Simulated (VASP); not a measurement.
# Sn (Im-3m) in VASP: further runs

The runs below take Sn through single point, with LDA.

Program: VASP 6.6.1. These are calculated values, not measurements. Logs are shortened: lines on timing, memory, paths and dates and some standing lists are left out, and cuts for length are marked.

### Step 1. The cell of the first run

It takes space group Im-3m (No. 229, cubic). The conventional cell has a = 3.409 Å, b = 3.409 Å, c = 3.409 Å, α = 90.00°, β = 90.00°, γ = 90.00°. Sn (site symmetry m-3m) has 14 Sn at 2.95 to 3.41 Å within 3.9 Å.

This isn't the form of Sn at room conditions, which is tetragonal (white tin).

### Step 2. Single point, LDA (19.82 Å³/atom)

Input file INCAR:

```
SYSTEM = Sn
  PREC = Accurate
  ENCUT = 520
  EDIFF = 1E-7
  ISMEAR = -1
  SIGMA = 0.1
  LREAL = .False.
  LASPH = .True.
  NELM = 60
  ALGO = Normal
  ISIF = 2
  LWAVE = .False.
  LCHARG = .False.
  NBANDS = 13
```

Input file KPOINTS:

```
regular mesh
0
Gamma
  15 15 15
  0 0 0
```

Input file POSCAR:

```
Sn
1.0
   -1.7047216315      1.7047216315      1.7047216315
    1.7047216315     -1.7047216315      1.7047216315
    1.7047216315      1.7047216315     -1.7047216315
Sn
1
Direct
    0.0000000000      0.0000000000      0.0000000000
```

Potentials or basis: VASP PAW LDA potentials, release 64 (Sn_d).

Started as:

```bash
> cat potpaw_LDA.64/Sn_d/POTCAR > POTCAR
> mpirun -np 1 vasp_std > vasp.out
```

OUTCAR:

```text
SYSTEM = Sn
   PREC = Accurate
   ENCUT = 520
   EDIFF = 1E-7
   ISMEAR = -1
   LREAL = .False.
   LASPH = .True.
   NELM = 60
   ISIF = 2

 ion  position               nearest neighbor table
   1  0.000  0.000  0.000-

  LATTYP: Found a body centered cubic cell.
 ALAT       =     3.4094432630

  Lattice vectors:

 A1 = (  -1.7047216315,   1.7047216315,   1.7047216315)
 A2 = (   1.7047216315,  -1.7047216315,   1.7047216315)
 A3 = (   1.7047216315,   1.7047216315,  -1.7047216315)

Analysis of symmetry for initial positions (statically):
=====================================================================
 Subroutine PRICEL returns:
 Original cell was already a primitive cell.

 Routine SETGRP: Setting up the symmetry group for a
 body centered cubic supercell.

 Subroutine GETGRP returns: Found 48 space group operations
 (whereof 48 operations were pure point group operations)
 out of a pool of 48 trial point group operations.

The static configuration has the point symmetry O_h .

Analysis of symmetry for dynamics (positions and initial velocities):
=====================================================================
 Subroutine PRICEL returns:
 Original cell was already a primitive cell.

 Routine SETGRP: Setting up the symmetry group for a
 body centered cubic supercell.

 Subroutine GETGRP returns: Found 48 space group operations
 (whereof 48 operations were pure point group operations)
 out of a pool of 48 trial point group operations.

The dynamic configuration has the point symmetry O_h .

 Subroutine INISYM returns: Found 48 space group operations
 (whereof 48 operations are pure point group operations),
 and found     1 'primitive' translations

----------------------------------------------------------------------------------------

                                     Primitive cell

  volume of cell :      19.8162

  direct lattice vectors                    reciprocal lattice vectors
    -1.704721632  1.704721632  1.704721632     0.000000000  0.293303018  0.293303018
     1.704721632 -1.704721632  1.704721632     0.293303018  0.000000000  0.293303018
     1.704721632  1.704721632 -1.704721632     0.293303018  0.293303018  0.000000000

  length of vectors
     2.952664479  2.952664479  2.952664479     0.414793106  0.414793106  0.414793106

  position of ions in fractional coordinates (direct lattice)
     0.000000000  0.000000000  0.000000000

  ion indices of the primitive-cell ions
   primitive index   ion index
                 1           1
[... 74 lines left out ...]
   EDIFFG = 0.1E-05   stopping-criterion for IOM
   NSW    =      0    number of steps for IOM
   IBRION =     -1    ionic relax: 0-MD 1-quasi-New 2-CG
   NFREE  =      0    steps in history (QN), initial steepest desc. (CG)
   ISIF   =      2    stress and relaxation
   ISYM   =      2    0-nonsym 1-usesym 2-fastsym
   POTIM  = 0.5000    time-step for ionic-motion
   TEBEG  =    0.0;   TEEND  =   0.0 temperature during run
   PSTRESS=    0.0 pullay stress
   NELECT =      14.0000    total number of electrons
   NUPDOWN=      -1.0000    fix difference up-down
   EMIN   =  10.00;   EMAX   =-10.00  energy-range for DOS
   EFERMI =   0.00;   METHOD = LEGACY
   ISMEAR =    -1;   SIGMA  =   0.10  broadening in eV -4-tet -1-fermi 0-gaus
   EFERMI_NEDOS =   21; number of points for ismear=-14 and -15
   IALGO  =     38    algorithm
   IMIX   =      4    mixing-type and parameters
     AMIX     =   0.40;   BMIX     =  1.00
     AMIX_MAG =   1.60;   BMIX_MAG =  1.00
  volume/ion in A,a.u.               =      19.82       133.73
  Fermi-wavevector in a.u.,A,eV,Ry     =   1.458067  2.755346 28.925419  2.125958
  Thomas-Fermi vector in A             =   2.574795
   LORBIT       =      0    0 simple, 1 ext, 2 COOP (PROOUT), +10 PAW based schemes
   GGA     = CA    functional components
   LHFCALC =     F    Hartree Fock is set to
   AEXX    =    0.0000 exact exchange contribution
   IVDW    =     0    specifies the selected vdW correction
   LEPSILON=     F    determine dielectric tensor
   LRPA    =     F    only Hartree local field effects (RPA)
 non-spin polarized calculation
  energy-cutoff  :      520.00
  volume of cell :       19.82
 maximum number of plane-waves:       555
 NGX is ok and might be reduce to    24
   NGX = 11   NGY = 11   NGZ = 11

 number of electron      13.9999993 magnetization

 Free energy of the ion-electron system (eV)
  ---------------------------------------------------
  ext. energy  EPLUGINS =         0.00000000
  ---------------------------------------------------
  free energy    TOTEN  =        -4.07143965 eV

  energy without entropy =       -4.05842771  energy(sigma->0) =       -4.06493368

 E-fermi :  12.2431     XC(G=0): -12.1800

 val. band max:       12.1120362872   @ k =   0.2667   0.2000   0.0667
 cond. band min:      12.2481839352   @ k =  -0.3333   0.4667   0.1333
 fundamental gap:      0.1361476480
 Fermi energy:        12.2431156484

 k-point     1 :       0.0000    0.0000    0.0000
  band No.  band energies     occupation
      1      -9.5430      2.00000
      2      -9.5430      2.00000
      3      -9.5430      2.00000
      4      -9.1939      2.00000
      5      -9.1939      2.00000
      6      -1.5071      2.00000
      7      23.5437      0.00000
      8      23.5437      0.00000
      9      23.5437      0.00000
     10      24.9789      0.00000
     11      24.9789      0.00000
     12      24.9789      0.00000
     13      27.8322      0.00000
[... 354 lines left out ...]
  band No.  band energies     occupation
      1      -9.6208      2.00000
      2      -9.4632      2.00000
      3      -9.2494      2.00000
      4      -9.2119      2.00000
      5      -9.0690      2.00000
      6       6.1139      2.00000
      7       7.0408      2.00000
      8      12.3145      0.65754
      9      17.5051      0.00000
     10      23.9842      0.00000
     11      27.8930      0.00000
     12      28.4518      0.00000
     13      28.7948      0.00000

 [... further k-points ...]
[... 5 lines left out ...]
  --------------------------------------------------------------------------------------
  -------------------------------------------------------------------------------------
  Total        3.3920852      3.3920852      3.3920852     -0.0000000     -0.0000000      0.0000000
  in kB      274.2564998    274.2564998    274.2564998     -0.0000000     -0.0000000      0.0000000
  external PRESSURE =     274.2564998 kB  Pullay stress =       0.0000000 kB

 VOLUME and BASIS-vectors are now :
 -----------------------------------------------------------------------------
  energy-cutoff  :      520.00
  volume of cell :       19.82
      direct lattice vectors                 reciprocal lattice vectors
    -1.704721632  1.704721632  1.704721632     0.000000000  0.293303018  0.293303018
     1.704721632 -1.704721632  1.704721632     0.293303018  0.000000000  0.293303018
     1.704721632  1.704721632 -1.704721632     0.293303018  0.293303018  0.000000000

 POSITION                                       TOTAL-FORCE (eV/Angst)
 -----------------------------------------------------------------------------------
      0.00000      0.00000      0.00000        -0.000000     -0.000000      0.000000
 -----------------------------------------------------------------------------------
    total drift:                                0.000000      0.000000      0.000000

  FREE ENERGIE OF THE ION-ELECTRON SYSTEM (eV)
  ---------------------------------------------------
  free  energy   TOTEN  =        -4.0714396512 eV

  energy  without entropy=       -4.0584277092  energy(sigma->0) =       -4.06493368
```

stdout:

```text
POSCAR found type information on POSCAR Sn
 POSCAR found :  1 types and       1 ions
 scaLAPACK will be used
 LDA part: xc-table for (Slater(with rela. corr.)+CA(PZ))
 , standard interpolation
 POSCAR, INCAR and KPOINTS ok, starting setup
 FFT: planning ... GRIDC
 FFT: planning ... GRID_SOFT
 FFT: planning ... GRID
 WAVECAR not read
 entering main loop
```

It took 14 s on 1 thread of Intel Xeon 8259CL, shared host; peak memory 0.15 GiB.

What came out:

- Free energy: -4.0714 eV
- Pressure: 27.4 GPa
- Band gap on the k mesh: zero (bands 7 and 8 overlap by 14.83 eV)

Levels at points of the mesh, in eV from the Fermi level:
```csv
k point,band 3,band 4,band 5,band 6,band 7,band 8,band 9,band 10,band 11,band 12
"(0.00, 0.00, 0.00)",-21.79,-21.44,-21.44,-13.75,11.30,11.30,11.30,12.74,12.74,12.74
```

Caveat: the cell stands under pressure; spin-orbit coupling is left out, which moves the levels of the heavy elements.

### Step 3. Single point, LDA

Input file INCAR:

```
PREC = Accurate ; ENCUT = 520
EDIFF = 1E-7 ; ISMEAR = -1
SIGMA = 0.1 ; LREAL = F
LASPH = T ; NELM = 60
ALGO = Normal ; ISIF = 2
LWAVE = F ; LCHARG = F
GGA = CA ; NBANDS = 13
```

Input file KPOINTS:

```
regular mesh
0
Gamma
  15 15 15
```

Input file POSCAR:

```
Sn
1.0
   -1.7053998632      1.7053998632      1.7053998632
    1.7053998632     -1.7053998632      1.7053998632
    1.7053998632      1.7053998632     -1.7053998632
Sn
1
Direct
    0.0000000000      0.0000000000      0.0000000000
```

Potentials or basis: VASP PAW LDA potentials, release 64 (Sn_d).

Started as:

```bash
> cat potpaw_LDA.64/Sn_d/POTCAR > POTCAR
> mpirun -np 1 vasp_std > vasp.out
```

Wall time 15 s (1 thread of Intel Xeon 8259CL, shared host); peak memory 0.15 GiB.

It converged, with:

* Free energy: -4.0755 eV
* Pressure: 27.2 GPa
* Band gap on the k mesh: zero (bands 7 and 8 overlap by 14.81 eV)

Levels at points of the mesh, in eV from the Fermi level:
| k point | band 3 | band 4 | band 5 | band 6 | band 7 | band 8 | band 9 | band 10 | band 11 | band 12 |
| --- | --- | --- | --- | --- | --- | --- | --- | --- | --- | --- |
| (0.00, 0.00, 0.00) | -21.78 | -21.44 | -21.44 | -13.74 | 11.29 | 11.29 | 11.29 | 12.73 | 12.73 | 12.73 |

Caveat: the cell stands under pressure; spin-orbit coupling is left out, which moves the levels of the heavy elements.

### Step 4. Single point, LDA

Input file INCAR:

```
SYSTEM = Sn
  ALGO = Normal
  EDIFF = 1E-7
  ENCUT = 520
  GGA = CA
  ISIF = 2
  ISMEAR = -1
  LASPH = .True.
  LCHARG = .False.
  LREAL = .False.
  LWAVE = .False.
  NBANDS = 13
  NELM = 60
  PREC = Accurate
  SIGMA = 0.1
```

Input file KPOINTS:

```
k-points
0
Gamma
  15 15 15
  0 0 0
```

POSCAR is that of step 3.

Started as:

```bash
> cat potpaw_LDA.64/Sn_d/POTCAR > POTCAR
> mpirun -np 1 vasp_std > vasp.out
```

It took 17 s on 1 thread of Intel Xeon 8259CL, shared host; peak memory 0.15 GiB.

It converged, with:

- Free energy: -4.0755 eV
- Pressure: 27.2 GPa
- Band gap on the k mesh: zero (bands 7 and 8 overlap by 14.81 eV)

Levels at points of the mesh, in eV from the Fermi level:
| k point | band 3 | band 4 | band 5 | band 6 | band 7 | band 8 | band 9 | band 10 | band 11 | band 12 |
| --- | --- | --- | --- | --- | --- | --- | --- | --- | --- | --- |
| (0.00, 0.00, 0.00) | -21.78 | -21.44 | -21.44 | -13.74 | 11.29 | 11.29 | 11.29 | 12.73 | 12.73 | 12.73 |

Caveat: the cell stands under pressure; spin-orbit coupling is left out, which moves the levels of the heavy elements.

### Step 5. Single point, LDA

This run uses another cell than the first one, of 25.44 Å³/atom.

Input file INCAR:

```
SYSTEM = Sn
PREC = Accurate ; ENCUT = 520
EDIFF = 1E-7 ; ISMEAR = -1
SIGMA = 0.1 ; LREAL = .False.
LASPH = .True. ; NELM = 100
ALGO = Normal ; ISIF = 2
LWAVE = .False. ; LCHARG = .True.
LELF = .True. ; LVHAR = .True.
NBANDS = 13
```

Input file KPOINTS:

```
Automatic mesh
0
Gamma
  15 15 15
  0 0 0
```

Input file POSCAR:

```
Sn
1.0
   -1.8527108838      1.8527108838      1.8527108838
    1.8527108838     -1.8527108838      1.8527108838
    1.8527108838      1.8527108838     -1.8527108838
Sn
1
Direct
    0.0000000000      0.0000000000      0.0000000000
```

Potentials or basis: VASP PAW LDA potentials, release 64 (Sn_d).

Started as:

```bash
> cat potpaw_LDA.64/Sn_d/POTCAR > POTCAR
> mpirun -np 1 vasp_std > vasp.out
```

OUTCAR:

```text
SYSTEM = Sn
   PREC = Accurate
   ENCUT = 520
   EDIFF = 1E-7
   ISMEAR = -1
   LREAL = .False.
   LASPH = .True.
   NELM = 100
   ISIF = 2

 ion  position               nearest neighbor table
   1  0.000  0.000  0.000-

  LATTYP: Found a body centered cubic cell.
 ALAT       =     3.7054217676

  Lattice vectors:

 A1 = (  -1.8527108838,   1.8527108838,   1.8527108838)
 A2 = (   1.8527108838,  -1.8527108838,   1.8527108838)
 A3 = (   1.8527108838,   1.8527108838,  -1.8527108838)

Analysis of symmetry for initial positions (statically):
=====================================================================
 Subroutine PRICEL returns:
 Original cell was already a primitive cell.

 Routine SETGRP: Setting up the symmetry group for a
 body centered cubic supercell.

 Subroutine GETGRP returns: Found 48 space group operations
 (whereof 48 operations were pure point group operations)
 out of a pool of 48 trial point group operations.

The static configuration has the point symmetry O_h .

Analysis of symmetry for dynamics (positions and initial velocities):
=====================================================================
 Subroutine PRICEL returns:
 Original cell was already a primitive cell.

 Routine SETGRP: Setting up the symmetry group for a
 body centered cubic supercell.

 Subroutine GETGRP returns: Found 48 space group operations
 (whereof 48 operations were pure point group operations)
 out of a pool of 48 trial point group operations.

The dynamic configuration has the point symmetry O_h .

 Subroutine INISYM returns: Found 48 space group operations
 (whereof 48 operations are pure point group operations),
 and found     1 'primitive' translations

----------------------------------------------------------------------------------------

                                     Primitive cell

  volume of cell :      25.4380
[... 106 lines left out ...]
     AMIX     =   0.40;   BMIX     =  1.00
     AMIX_MAG =   1.60;   BMIX_MAG =  1.00
  volume/ion in A,a.u.               =      25.44       171.66
  Fermi-wavevector in a.u.,A,eV,Ry     =   1.341600  2.535257 24.489014  1.799892
  Thomas-Fermi vector in A             =   2.469821
   LORBIT       =      0    0 simple, 1 ext, 2 COOP (PROOUT), +10 PAW based schemes
   GGA     = CA    functional components
   LHFCALC =     F    Hartree Fock is set to
   AEXX    =    0.0000 exact exchange contribution
   IVDW    =     0    specifies the selected vdW correction
   LEPSILON=     F    determine dielectric tensor
   LRPA    =     F    only Hartree local field effects (RPA)
 non-spin polarized calculation
  energy-cutoff  :      520.00
  volume of cell :       25.44
 maximum number of plane-waves:       712
   NGX = 11   NGY = 11   NGZ = 11

 number of electron      13.9999997 magnetization

 Free energy of the ion-electron system (eV)
  ---------------------------------------------------
  ext. energy  EPLUGINS =         0.00000000
  ---------------------------------------------------
  free energy    TOTEN  =        -4.45009970 eV

  energy without entropy =       -4.43044241  energy(sigma->0) =       -4.44027106

 E-fermi :   8.6304     XC(G=0): -10.9206

 val. band max:        8.5992307650   @ k =  -0.4000   0.4000   0.4000
 cond. band min:       8.6439359202   @ k =   0.2667   0.2000   0.0667
 fundamental gap:      0.0447051552
 Fermi energy:         8.6303581134

 k-point     1 :       0.0000    0.0000    0.0000
  band No.  band energies     occupation
      1     -12.8600      2.00000
      2     -12.8600      2.00000
      3     -12.8600      2.00000
      4     -12.6879      2.00000
      5     -12.6879      2.00000
      6      -2.9551      2.00000
      7      17.1028      0.00000
      8      17.1028      0.00000
      9      17.1028      0.00000
     10      20.9876      0.00000
     11      20.9876      0.00000
     12      20.9876      0.00000
     13      21.9475      0.00000
[... 354 lines left out ...]
  band No.  band energies     occupation
      1     -12.8870      2.00000
      2     -12.8025      2.00000
      3     -12.7143      2.00000
      4     -12.6970      2.00000
      5     -12.6250      2.00000
      6       2.6346      2.00000
      7       4.6699      2.00000
      8       8.7169      0.59253
      9      13.0816      0.00000
     10      18.7299      0.00000
     11      21.9860      0.00000
     12      22.8407      0.00000
     13      23.0789      0.00000

 [... further k-points ...]
[... 5 lines left out ...]
  --------------------------------------------------------------------------------------
  -------------------------------------------------------------------------------------
  Total       -0.0090751     -0.0090751     -0.0090751      0.0000000     -0.0000000      0.0000000
  in kB       -0.5715825     -0.5715825     -0.5715825      0.0000000     -0.0000000      0.0000000
  external PRESSURE =      -0.5715825 kB  Pullay stress =       0.0000000 kB

 VOLUME and BASIS-vectors are now :
 -----------------------------------------------------------------------------
  energy-cutoff  :      520.00
  volume of cell :       25.44
      direct lattice vectors                 reciprocal lattice vectors
    -1.852710884  1.852710884  1.852710884     0.000000000  0.269874811  0.269874811
     1.852710884 -1.852710884  1.852710884     0.269874811  0.000000000  0.269874811
     1.852710884  1.852710884 -1.852710884     0.269874811  0.269874811  0.000000000

 POSITION                                       TOTAL-FORCE (eV/Angst)
 -----------------------------------------------------------------------------------
      0.00000      0.00000      0.00000         0.000000      0.000000      0.000000
 -----------------------------------------------------------------------------------
    total drift:                                0.000000      0.000000     -0.000000

  FREE ENERGIE OF THE ION-ELECTRON SYSTEM (eV)
  ---------------------------------------------------
  free  energy   TOTEN  =        -4.4500996979 eV

  energy  without entropy=       -4.4304424125  energy(sigma->0) =       -4.44027106
```

OSZICAR:

```text
N       E                     dE             d eps       ncg     rms          rms(c)
DAV:   1     0.824678537951E+02    0.82468E+02   -0.72789E+03  3247   0.166E+03
DAV:   2     0.134146711827E+01   -0.81126E+02   -0.78574E+02  3290   0.350E+02
DAV:   3    -0.435394908047E+01   -0.56954E+01   -0.56690E+01  3754   0.746E+01
DAV:   4    -0.446628882247E+01   -0.11234E+00   -0.11232E+00  3688   0.111E+01
DAV:   5    -0.446999493228E+01   -0.37061E-02   -0.37061E-02  3963   0.198E+00    0.154E+00
DAV:   6    -0.445568157492E+01    0.14313E-01   -0.12319E-02  4004   0.195E+00    0.836E-01
DAV:   7    -0.445040216833E+01    0.52794E-02   -0.72512E-03  3888   0.139E+00    0.108E-01
DAV:   8    -0.445009877595E+01    0.30339E-03   -0.64319E-04  3843   0.448E-01    0.217E-02
DAV:   9    -0.445009976966E+01   -0.99371E-06   -0.11239E-05  4076   0.396E-02    0.136E-02
DAV:  10    -0.445009969792E+01    0.71733E-07   -0.84910E-07  3936   0.916E-03
   1 F= -.44500997E+01 E0= -.44402711E+01  d E =-.196573E-01
```

stdout:

```text
POSCAR found type information on POSCAR Sn
 POSCAR found :  1 types and       1 ions
 scaLAPACK will be used
 LDA part: xc-table for (Slater(with rela. corr.)+CA(PZ))
 , standard interpolation
 POSCAR, INCAR and KPOINTS ok, starting setup
 FFT: planning ... GRIDC
 FFT: planning ... GRID_SOFT
 FFT: planning ... GRID
 WAVECAR not read
 entering main loop
```

Wall time 17 s (1 thread of Intel Xeon 8259CL, shared host); peak memory 0.15 GiB.

What came out:

```yaml
Free_energy: -4.4501 eV
Pressure: -0.1 GPa
Band_gap_on_the_k_mesh: zero (bands 7 and 8 overlap by 11.11 eV)
```

Levels at points of the mesh, in eV from the Fermi level:
```
           k point  band 5  band 6  band 7  band 8  band 9  band 10
(0.00, 0.00, 0.00)  -21.32  -11.59    8.47    8.47    8.47    12.36
```

Caveat: spin-orbit coupling is left out, which moves the levels of the heavy elements.

### Step 6. Overview

```csv
cell,gap on the mesh (eV),pressure (GPa)
"a = 2.953 Å, angles 109.5°, 1 atom",none,27.4
"a = 2.954 Å, angles 109.5°, 1 atom",none,27.2
"a = 3.209 Å, angles 109.5°, 1 atom",none,-0.1
```

Alike in all rows: task single point; level LDA; potentials or basis VASP PAW LDA potentials, release 64 (Sn_d); no spin polarisation; k mesh 15 × 15 × 15; cutoff (eV) 520; smearing fermi-dirac 0.1 eV.

Caveats: spin-orbit coupling is left out, which moves the levels of the heavy elements; the cell stands under pressure (at least some runs).

Absolute energies hang on the potentials; compare differences alone.

The gap in the log of VASP goes by the Fermi energy; the results here count the filled bands.